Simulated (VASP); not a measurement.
A run of VASP 6.6.1:

Contents of INCAR:

```
SYSTEM = Li
  ALGO = Normal
  EDIFF = 1E-8
  ENCUT = 520
  GGA = PE
  IBRION = 8
  ISIF = 2
  ISMEAR = -1
  LASPH = .TRUE.
  LCHARG = .FALSE.
  LREAL = .FALSE.
  LWAVE = .FALSE.
  NBANDS = 8
  NELM = 100
  NSW = 1
  PREC = Accurate
  SIGMA = 0.05
```

Contents of KPOINTS:

```
k-points
0
G
  8 8 8
  0 0 0
```

File POSCAR:

```
Li
1.0
   -1.7546500000      1.7546500000      1.7546500000
    1.7546500000     -1.7546500000      1.7546500000
    1.7546500000      1.7546500000     -1.7546500000
Li
1
Direct
    0.0000000000      0.0000000000      0.0000000000
```

Potentials or basis: VASP PAW PBE potentials, release 64 (Li_sv).

Launch:

```console
$ cat potpaw_PBE.64/Li_sv/POTCAR > POTCAR
$ mpirun -np 1 vasp_std > vasp.out
```

Hardware: 1 thread of Intel(R) Xeon(R) Platinum 8488C (Sapphire Rapids), with other jobs on the host.

Question: Estimate the wall time of this run.

Answer: Run time: 13 s on 1 thread of Intel(R) Xeon(R) Platinum 8488C (Sapphire Rapids), on a shared host, peak memory 0.13 GiB. Counts: scf iterations 30, k points 29.
